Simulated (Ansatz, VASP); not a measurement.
# One calculation of SnSe, two programs

The input INCAR:

```
PREC = Accurate
ENCUT = 520
EDIFF = 1E-8
ISMEAR = -1
SIGMA = 0.02
LREAL = False
LASPH = True
NELM = 60
ALGO = Normal
ISIF = 2
LWAVE = False
LCHARG = False
GGA = PE
LEFG = True
NBANDS = 17
```

Contents of KPOINTS:

```
Automatic mesh
0
Gamma
  9 9 9
```

The input POSCAR:

```
SnSe
1.0
    0.0000000000      3.0100000000      3.0401000000
    3.0100000000      0.0000000000      3.0401000000
    3.0100000000      3.0100000000      0.0000000000
Sn Se
1 1
Direct
    0.0000000000      0.0000000000      0.0000000000
    0.5000000000      0.5000000000      0.5000000000
```

Input for Ansatz:

```yaml
crystal:
  lattice:
    - [0.0, 3.01, 3.0401]
    - [3.01, 0.0, 3.0401]
    - [3.01, 3.01, 0.0]
  atoms:
    - { symbol: Sn, position: [0.0, 0.0, 0.0] }
    - { symbol: Se, position: [0.5, 0.5, 0.5] }
kpoints:
  mp_grid: { grid: [9, 9, 9] }
scf:
  occupations: { method: fermi_dirac, width: 0.02 }
hamiltonian:
  xc: pbe
  pseudopotentials: { kind: all_electron, datasets: crystal }
output:
  forces: true
  stress: true
  eigenvalues: true
  efg: { contact_densities: true }
```

Change from the starting cell: zz strain of +1 %, crystal datasets.

Alike in both runs: task electric field gradients; functional PBE; k mesh 9 × 9 × 9; occupations fermi-dirac, width 0.02 eV; no spin polarisation.

|  | VASP | Ansatz |
| --- | --- | --- |
| version | VASP 6.6.1 | Ansatz 0.2.0 |
| potentials or method | VASP PAW PBE potentials, release 64 (Sn_d, Se), cutoff 520 eV | all-electron PAW with datasets made for the crystal, scalar-relativistic |

|  | VASP | Ansatz | Ansatz less VASP |
| --- | --- | --- | --- |
| pressure (GPa) | 0.5 | 0.5 | -0.01 |
| traceless stress, the component that is largest in VASP (GPa) | -0.76 | -0.76 | +0.003 |
| size of Vzz on the site where it differs most (V/Å²) | 13.8 | 14.4 | +0.62 |

Ansatz ran all-electron here, and VASP with PAW potentials.
